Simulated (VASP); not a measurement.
# Zn (Fm-3m) in VASP: settings compared, part 2 of 2

VASP 6.6.1.

## 5. Single point, HSE06

This run uses another cell than the first one, of 16.08 Å³/atom.

POSCAR reads:

```
Zn
1.0
    0.0000000000      2.0033108028      2.0033108028
    2.0033108028      0.0000000000      2.0033108028
    2.0033108028      2.0033108028      0.0000000000
Zn
1
Direct
    0.0000000000      0.0000000000      0.0000000000
```

INCAR.step1 reads:

```
PREC     = Accurate       # precision mode
ENCUT    = 520            # plane-wave cutoff, eV
EDIFF    = 1E-5           # SCF threshold, eV
ISMEAR   = -1             # smearing method
SIGMA    = 0.05           # smearing width, eV
LREAL    = F              # projectors in reciprocal space
LASPH    = T              # aspherical terms in the spheres
NELM     = 80             # most SCF steps
ALGO     = Normal         # electronic algorithm
ISIF     = 2              # what is computed and relaxed
LWAVE    = T              # write WAVECAR
LCHARG   = F              # write CHGCAR
NBANDS   = 12             # bands
GGA      = PE             # functional
```

INCAR.step2 reads:

```
PREC     = Accurate       # precision mode
ENCUT    = 520            # plane-wave cutoff, eV
EDIFF    = 1E-6           # SCF threshold, eV
ISMEAR   = -1             # smearing method
SIGMA    = 0.05           # smearing width, eV
LREAL    = F              # projectors in reciprocal space
LASPH    = T              # aspherical terms in the spheres
NELM     = 80             # most SCF steps
ALGO     = Normal         # electronic algorithm
ISIF     = 2              # what is computed and relaxed
LWAVE    = F              # write WAVECAR
LCHARG   = F              # write CHGCAR
GGA      = PE             # functional
LHFCALC  = T              # exact exchange
HFSCREEN = 0.2079         # screening, 1/A
PRECFOCK = Normal       
NBANDS   = 12             # bands
ISTART   = 1
```

KPOINTS reads:

```
regular mesh
0
Gamma
  8 8 8
```

Potentials or basis: VASP PAW PBE potentials, release 64 (Zn).

The run is started by

```bash
$ cat potpaw_PBE.64/Zn/POTCAR > POTCAR
$ cp INCAR.step1 INCAR
$ mpirun -np 1 vasp_std > vasp.out
$ cp INCAR.step2 INCAR
$ mpirun -np 1 vasp_std > vasp.out
```

OUTCAR:

```text
PREC = Accurate
   ENCUT = 520
   EDIFF = 1E-6
   ISMEAR = -1
   LREAL = F
   LASPH = T
   NELM = 80
   ISIF = 2
   GGA = PE
   LHFCALC = T
   HFSCREEN = 0.2079
   PRECFOCK = Normal
   ISTART = 1

 ion  position               nearest neighbor table
   1  0.000  0.000  0.000-

  LATTYP: Found a face centered cubic cell.
 ALAT       =     4.0066216056

  Lattice vectors:

 A1 = (   0.0000000000,   2.0033108028,   2.0033108028)
 A2 = (   2.0033108028,   0.0000000000,   2.0033108028)
 A3 = (   2.0033108028,   2.0033108028,   0.0000000000)

Analysis of symmetry for initial positions (statically):
=====================================================================
 Subroutine PRICEL returns:
 Original cell was already a primitive cell.

 Routine SETGRP: Setting up the symmetry group for a
 face centered cubic supercell.

 Subroutine GETGRP returns: Found 48 space group operations
 (whereof 48 operations were pure point group operations)
 out of a pool of 48 trial point group operations.

The static configuration has the point symmetry O_h .

[... 174 lines left out ...]
  band No.  band energies     occupation
      1      -8.5248      2.00000
      2      -7.0662      2.00000
      3      -7.0662      2.00000
      4      -7.0662      2.00000
      5      -6.7285      2.00000
      6      -6.7285      2.00000
      7      21.4379      0.00000
      8      21.4379      0.00000
      9      21.4379      0.00000
     10      21.9793      0.00000
     11      24.0432      0.00000
     12      24.0432      0.00000
[... 331 lines left out ...]
 k-point    24 :      -0.3750    0.2500    0.1250
  band No.  band energies     occupation
      1      -7.3363      2.00000
      2      -7.1946      2.00000
      3      -6.8431      2.00000
      4      -6.8279      2.00000
      5      -6.4707      2.00000
      6       1.3980      2.00000
      7       2.0357      1.98687
      8      11.9240      0.00000
      9      12.4253      0.00000
     10      20.8195      0.00000
     11      23.6660      0.00000
     12      31.1510      0.00000

 [... further k-points ...]

------------------------ aborting loop because EDIFF is reached ----------------------------------------

  FORCE on cell =-STRESS in cart. coord.  units (eV):
  Direction    XX          YY          ZZ          XY          YZ          ZX
  --------------------------------------------------------------------------------------
  -------------------------------------------------------------------------------------
  Total       -0.3154574     -0.3154574     -0.3154574      0.0000000     -0.0000000      0.0000000
  in kB      -31.4323138    -31.4323138    -31.4323138      0.0000000     -0.0000000      0.0000000
  external PRESSURE =     -31.4323138 kB  Pullay stress =       0.0000000 kB

 VOLUME and BASIS-vectors are now :
 -----------------------------------------------------------------------------
  energy-cutoff  :      520.00
  volume of cell :       16.08
      direct lattice vectors                 reciprocal lattice vectors
     0.000000000  2.003310803  2.003310803    -0.249586834  0.249586834  0.249586834
     2.003310803  0.000000000  2.003310803     0.249586834 -0.249586834  0.249586834
     2.003310803  2.003310803  0.000000000     0.249586834  0.249586834 -0.249586834

 POSITION                                       TOTAL-FORCE (eV/Angst)
 -----------------------------------------------------------------------------------
      0.00000      0.00000      0.00000         0.000000      0.000000      0.000000
 -----------------------------------------------------------------------------------
    total drift:                                0.000000      0.000000      0.000000

  FREE ENERGIE OF THE ION-ELECTRON SYSTEM (eV)
  ---------------------------------------------------
  free  energy   TOTEN  =        -1.2112793599 eV

  energy  without entropy=       -1.2080032413  energy(sigma->0) =       -1.20964130
```

OUTCAR.step1:

```text
PREC = Accurate
   ENCUT = 520
   EDIFF = 1E-5
   ISMEAR = -1
   LREAL = F
[... 576 lines left out ...]

 POSITION                                       TOTAL-FORCE (eV/Angst)
 -----------------------------------------------------------------------------------
      0.00000      0.00000      0.00000        -0.000000     -0.000000      0.000000
 -----------------------------------------------------------------------------------
    total drift:                               -0.000000     -0.000000     -0.000000

  FREE ENERGIE OF THE ION-ELECTRON SYSTEM (eV)
  ---------------------------------------------------
  free  energy   TOTEN  =        -1.0732457099 eV

  energy  without entropy=       -1.0678865253  energy(sigma->0) =       -1.07056612
```

OSZICAR.step1:

```text
N       E                     dE             d eps       ncg     rms          rms(c)
DAV:   1     0.417731011215E+02    0.41773E+02   -0.64905E+03   728   0.157E+03
DAV:   2     0.130277014998E-01   -0.41760E+02   -0.39799E+02   708   0.210E+02
DAV:   3    -0.115450084574E+01   -0.11675E+01   -0.11657E+01   824   0.343E+01
DAV:   4    -0.115714723458E+01   -0.26464E-02   -0.26463E-02   772   0.165E+00
DAV:   5    -0.115714970216E+01   -0.24676E-05   -0.24675E-05   804   0.477E-02    0.245E+00
DAV:   6    -0.107865794562E+01    0.78492E-01   -0.41776E-01   836   0.129E+01    0.193E+00
DAV:   7    -0.107492744342E+01    0.37305E-02   -0.78053E-03   752   0.170E+00    0.972E-01
DAV:   8    -0.107323333357E+01    0.16941E-02   -0.10940E-03   832   0.462E-01    0.392E-02
DAV:   9    -0.107324491329E+01   -0.11580E-04   -0.79350E-05   900   0.108E-01    0.201E-02
DAV:  10    -0.107324570994E+01   -0.79665E-06   -0.36670E-06   472   0.285E-02
   1 F= -.10732457E+01 E0= -.10705661E+01  d E =-.535918E-02
```

Wall time 15 min (1 thread of Intel Xeon Platinum 8488C (Sapphire Rapids), shared host); peak memory 0.25 GiB.

What came out:

| Quantity | Value |
| --- | --- |
| Free energy | -1.2113 eV |
| Pressure | -3.1 GPa |
| Band gap on the k mesh | zero (bands 6 and 7 overlap by 4.01 eV) |

Caveat: the cell stands under tension; the PAW data sets were made with another functional, which shifts forces and pressure a little.

## 6. Single point, PBE0

This run uses another cell than the first one, of 16.08 Å³/atom.

POSCAR is that of step 5.

INCAR.step1 reads:

```
  ALGO = Normal
  EDIFF = 1E-5
  ENCUT = 520
  GGA = PE
  ISIF = 2
  ISMEAR = -1
  LASPH = True
  LREAL = False
  LWAVE = True
  NBANDS = 12
  NELM = 60
  PREC = Accurate
  SIGMA = 0.05
```

INCAR.step2 reads:

```
  AEXX = 0.25
  ALGO = Normal
  EDIFF = 1E-6
  ENCUT = 520
  GGA = PE
  ISIF = 2
  ISMEAR = -1
  ISTART = 1
  LASPH = True
  LCHARG = True
  LELF = True
  LHFCALC = True
  LREAL = False
  LVHAR = True
  LWAVE = False
  NBANDS = 12
  NELM = 60
  PREC = Accurate
  PRECFOCK = Normal
  SIGMA = 0.05
```

KPOINTS reads:

```
k-points
0
Gamma
  8 8 8
```

Potentials or basis: VASP PAW PBE potentials, release 64 (Zn).

The run is started by

```bash
$ cat potpaw_PBE.64/Zn/POTCAR > POTCAR
$ cp INCAR.step1 INCAR
$ mpirun -np 1 vasp_std > vasp.out
$ cp INCAR.step2 INCAR
$ mpirun -np 1 vasp_std > vasp.out
```

OUTCAR:

```text
AEXX = 0.25
   EDIFF = 1E-6
   ENCUT = 520
   GGA = PE
   ISIF = 2
   ISMEAR = -1
   ISTART = 1
   LASPH = True
   LHFCALC = True
   LREAL = False
   NELM = 60
   PREC = Accurate
   PRECFOCK = Normal

 ion  position               nearest neighbor table
   1  0.000  0.000  0.000-

  LATTYP: Found a face centered cubic cell.
 ALAT       =     4.0066216056

  Lattice vectors:

 A1 = (   0.0000000000,   2.0033108028,   2.0033108028)
 A2 = (   2.0033108028,   0.0000000000,   2.0033108028)
 A3 = (   2.0033108028,   2.0033108028,   0.0000000000)

Analysis of symmetry for initial positions (statically):
=====================================================================
 Subroutine PRICEL returns:
 Original cell was already a primitive cell.

 Routine SETGRP: Setting up the symmetry group for a
 face centered cubic supercell.

 Subroutine GETGRP returns: Found 48 space group operations
 (whereof 48 operations were pure point group operations)
 out of a pool of 48 trial point group operations.

The static configuration has the point symmetry O_h .

Analysis of symmetry for dynamics (positions and initial velocities):
=====================================================================
 Subroutine PRICEL returns:
 Original cell was already a primitive cell.

 Routine SETGRP: Setting up the symmetry group for a
 face centered cubic supercell.

 Subroutine GETGRP returns: Found 48 space group operations
 (whereof 48 operations were pure point group operations)
 out of a pool of 48 trial point group operations.

The dynamic configuration has the point symmetry O_h .

 Subroutine INISYM returns: Found 48 space group operations
 (whereof 48 operations are pure point group operations),
 and found     1 'primitive' translations

----------------------------------------------------------------------------------------

                                     Primitive cell

  volume of cell :      16.0796

  direct lattice vectors                    reciprocal lattice vectors
     0.000000000  2.003310803  2.003310803    -0.249586834  0.249586834  0.249586834
     2.003310803  0.000000000  2.003310803     0.249586834 -0.249586834  0.249586834
     2.003310803  2.003310803  0.000000000     0.249586834  0.249586834 -0.249586834

  length of vectors
     2.833109307  2.833109307  2.833109307     0.432297077  0.432297077  0.432297077

  position of ions in fractional coordinates (direct lattice)
     0.000000000  0.000000000  0.000000000

  ion indices of the primitive-cell ions
   primitive index   ion index
                 1           1

----------------------------------------------------------------------------------------

 KPOINTS: k-points

Automatic generation of k-mesh.
 Grid dimensions read from file:
 generate k-points for:    8    8    8

 Generating k-lattice:

  Cartesian coordinates                     Fractional coordinates (reciprocal lattice)
    -0.031198354  0.031198354  0.031198354     0.125000000  0.000000000  0.000000000
     0.031198354 -0.031198354  0.031198354     0.000000000  0.125000000  0.000000000
     0.031198354  0.031198354 -0.031198354     0.000000000  0.000000000  0.125000000

  Length of vectors
     0.054037135  0.054037135  0.054037135

  Shift w.r.t. Gamma in fractional coordinates (k-lattice)
     0.000000000  0.000000000  0.000000000
[... 40 lines left out ...]
   NGXF,Y,Z  is equivalent  to a cutoff of  28.17, 28.17, 28.17 a.u.
 SYSTEM =  unknown system
   PREC   = accura    normal or accurate (medium, high low for compatibility)
   ISTART =      1    job   : 0-new  1-cont  2-samecut
   ICHARG =      0    charge: 1-file 2-atom 10-const
   ISPIN  =      1    spin polarized calculation?
   LNONCOLLINEAR =      F non collinear calculations
   LSORBIT =      F    spin-orbit coupling
   LASPH  =      T    aspherical Exc in radial PAW
   ENCUT  =  520.0 eV  38.22 Ry    6.18 a.u.   5.27  5.27  5.27*2*pi/ulx,y,z
   NELM   =     60;   NELMIN=  2; NELMDL=  0     # of ELM steps
   EDIFF  = 0.1E-05   stopping-criterion for ELM
   LREAL  =      F    real-space projection
   EDIFFG = 0.1E-04   stopping-criterion for IOM
   NSW    =      0    number of steps for IOM
   IBRION =     -1    ionic relax: 0-MD 1-quasi-New 2-CG
   NFREE  =      0    steps in history (QN), initial steepest desc. (CG)
   ISIF   =      2    stress and relaxation
   ISYM   =      3    0-nonsym 1-usesym 2-fastsym
   POTIM  = 0.5000    time-step for ionic-motion
   TEBEG  =    0.0;   TEEND  =   0.0 temperature during run
   PSTRESS=    0.0 pullay stress
   NELECT =      12.0000    total number of electrons
   NUPDOWN=      -1.0000    fix difference up-down
   EMIN   =  10.00;   EMAX   =-10.00  energy-range for DOS
   EFERMI =   0.00;   METHOD = LEGACY
   ISMEAR =    -1;   SIGMA  =   0.05  broadening in eV -4-tet -1-fermi 0-gaus
   EFERMI_NEDOS =   21; number of points for ismear=-14 and -15
   IALGO  =     38    algorithm
   IMIX   =      1    mixing-type and parameters
     AMIX     =   0.40;   BMIX     =  1.00
     AMIX_MAG =   1.60;   BMIX_MAG =  1.00
  volume/ion in A,a.u.               =      16.08       108.51
  Fermi-wavevector in a.u.,A,eV,Ry     =   1.484945  2.806138 30.001669  2.205060
  Thomas-Fermi vector in A             =   2.598418
   LORBIT       =      0    0 simple, 1 ext, 2 COOP (PROOUT), +10 PAW based schemes
   GGA     = PE    functional components
   LHFCALC =     T    Hartree Fock is set to
   PRECFOCK=normal    Normal, Fast or Accurate (Low or Medium for compatibility)
   ENCUT4O =  -1.0   cutoff for four orbital integrals eV
   NKREDX  =     1    reduce k-point grid by
   NKREDY  =     1    reduce k-point grid by
   NKREDZ  =     1    reduce k-point grid by
   AEXX    =    0.2500 exact exchange contribution
   HFSCREEN=    0.0000 screening length (either q_TF or 0.3 A-1)
   HFSCREENC=   0.0000 screening length for correlation (either q_TF or 0.3 A-1)
   ENCUTFOCK=  -1.0 apply spherical cutoff to Coloumb kernel
   IVDW    =     0    specifies the selected vdW correction
   LEPSILON=     F    determine dielectric tensor
   LRPA    =     F    only Hartree local field effects (RPA)
 non-spin polarized calculation
  energy-cutoff  :      520.00
  volume of cell :       16.08
 maximum number of plane-waves:       445
 NGX is ok and might be reduce to    24
  NGX = 16; NGY = 16; NGZ = 16

 number of electron      11.9999989 magnetization

 Free energy of the ion-electron system (eV)
  ---------------------------------------------------
  ext. energy  EPLUGINS =         0.00000000
  ---------------------------------------------------
  free energy    TOTEN  =        -1.22612812 eV

  energy without entropy =       -1.22476951  energy(sigma->0) =       -1.22544881

 E-fermi :   2.4420     XC(G=0):  -8.8377

 val. band max:        1.8310492079   @ k =  -0.3750   0.3750   0.1250
 cond. band min:       2.5622523527   @ k =   0.5000   0.1250   0.0000
 fundamental gap:      0.7312031448
 Fermi energy:         2.4420284000

 k-point     1 :       0.0000    0.0000    0.0000
  band No.  band energies     occupation
      1      -8.9842      2.00000
      2      -7.4924      2.00000
      3      -7.4924      2.00000
      4      -7.4924      2.00000
      5      -7.1538      2.00000
      6      -7.1538      2.00000
      7      21.8243      0.00000
      8      21.8243      0.00000
      9      21.8243      0.00000
     10      22.3597      0.00000
     11      24.4421      0.00000
     12      24.4421      0.00000
[... 331 lines left out ...]
 k-point    24 :      -0.3750    0.2500    0.1250
  band No.  band energies     occupation
      1      -7.7647      2.00000
      2      -7.6221      2.00000
      3      -7.2685      2.00000
      4      -7.2535      2.00000
      5      -6.8941      2.00000
      6       1.0965      2.00000
      7       1.7861      2.00000
      8      12.3094      0.00000
      9      12.8073      0.00000
     10      21.2013      0.00000
     11      24.0558      0.00000
     12      31.5372      0.00000

 [... further k-points ...]

------------------------ aborting loop because EDIFF is reached ----------------------------------------

  FORCE on cell =-STRESS in cart. coord.  units (eV):
  Direction    XX          YY          ZZ          XY          YZ          ZX
  --------------------------------------------------------------------------------------
  -------------------------------------------------------------------------------------
  Total       -0.3656771     -0.3656771     -0.3656771      0.0000000     -0.0000000      0.0000000
  in kB      -36.4362195    -36.4362195    -36.4362195      0.0000000     -0.0000000      0.0000000
  external PRESSURE =     -36.4362195 kB  Pullay stress =       0.0000000 kB

 VOLUME and BASIS-vectors are now :
 -----------------------------------------------------------------------------
  energy-cutoff  :      520.00
  volume of cell :       16.08
      direct lattice vectors                 reciprocal lattice vectors
     0.000000000  2.003310803  2.003310803    -0.249586834  0.249586834  0.249586834
     2.003310803  0.000000000  2.003310803     0.249586834 -0.249586834  0.249586834
     2.003310803  2.003310803  0.000000000     0.249586834  0.249586834 -0.249586834

 POSITION                                       TOTAL-FORCE (eV/Angst)
 -----------------------------------------------------------------------------------
      0.00000      0.00000      0.00000        -0.000000      0.000000      0.000000
 -----------------------------------------------------------------------------------
    total drift:                                0.000000      0.000000      0.000000

  FREE ENERGIE OF THE ION-ELECTRON SYSTEM (eV)
  ---------------------------------------------------
  free  energy   TOTEN  =        -1.2261281189 eV

  energy  without entropy=       -1.2247695096  energy(sigma->0) =       -1.22544881
```

OUTCAR.step1:

```text
EDIFF = 1E-5
   ENCUT = 520
   GGA = PE
   ISIF = 2
   ISMEAR = -1
   LASPH = True
[... 575 lines left out ...]

 POSITION                                       TOTAL-FORCE (eV/Angst)
 -----------------------------------------------------------------------------------
      0.00000      0.00000      0.00000        -0.000000     -0.000000      0.000000
 -----------------------------------------------------------------------------------
    total drift:                               -0.000000     -0.000000     -0.000000

  FREE ENERGIE OF THE ION-ELECTRON SYSTEM (eV)
  ---------------------------------------------------
  free  energy   TOTEN  =        -1.0732457099 eV

  energy  without entropy=       -1.0678865253  energy(sigma->0) =       -1.07056612
```

It took 15 min on 1 thread of Intel Xeon Platinum 8488C (Sapphire Rapids), shared host; peak memory 0.15 GiB.

What came out:

```yaml
Free_energy: -1.2261 eV
Pressure: -3.6 GPa
Band_gap_on_the_k_mesh: zero (bands 6 and 7 overlap by 4.54 eV)
```

Levels at points of the mesh, in eV from the Fermi level:
| k point | band 3 | band 4 | band 5 | band 6 | band 7 | band 8 | band 9 | band 10 |
| --- | --- | --- | --- | --- | --- | --- | --- | --- |
| (0.00, 0.00, 0.00) | -9.93 | -9.93 | -9.60 | -9.60 | 19.38 | 19.38 | 19.38 | 19.92 |
| (0.50, 0.00, 0.00) | -9.94 | -9.32 | -9.32 | -3.16 | -1.63 | 16.42 | 16.42 | 18.43 |
| (0.50, 0.50, 0.00) | -9.34 | -9.24 | -9.24 | -1.07 | 2.35 | 9.58 | 9.58 | 13.01 |

Caveat: the cell stands under tension; the PAW data sets were made with another functional, which shifts forces and pressure a little.

## 7. The runs side by side

| level | cell | k mesh | screening parameter | gap on the mesh (eV) | pressure (GPa) |
| --- | --- | --- | --- | --- | --- |
| PBE0 | a = 2.767 Å, angles 60.0°, 1 atom | 6 × 6 × 6 | - | none | -0.1 |
| PBE0 | a = 2.779 Å, angles 60.0°, 1 atom | 6 × 6 × 6 | - | none | -0.9 |
| PBEsol-based global hybrid with 25 % exact exchange | a = 2.779 Å, angles 60.0°, 1 atom | 6 × 6 × 6 | - | none | -4.5 |
| HSE06 | a = 2.833 Å, angles 60.0°, 1 atom | 8 × 8 × 8 | 0.2079 1/Å | none | -3.1 |
| PBE0 | a = 2.833 Å, angles 60.0°, 1 atom | 8 × 8 × 8 | - | none | -3.6 |

Alike in all rows: task single point; potentials or basis VASP PAW PBE potentials, release 64 (Zn); no spin polarisation; cutoff (eV) 520; smearing fermi-dirac 0.05 eV.

Caveats: some runs use coarse meshes; the PAW data sets were made with another functional, which shifts forces and pressure a little; the cell stands under tension (at least some runs).

Total energies depend on the potentials used, so only differences within one code and one set of settings carry meaning.

The gap in the log of VASP goes by the Fermi energy; the results here count the filled bands.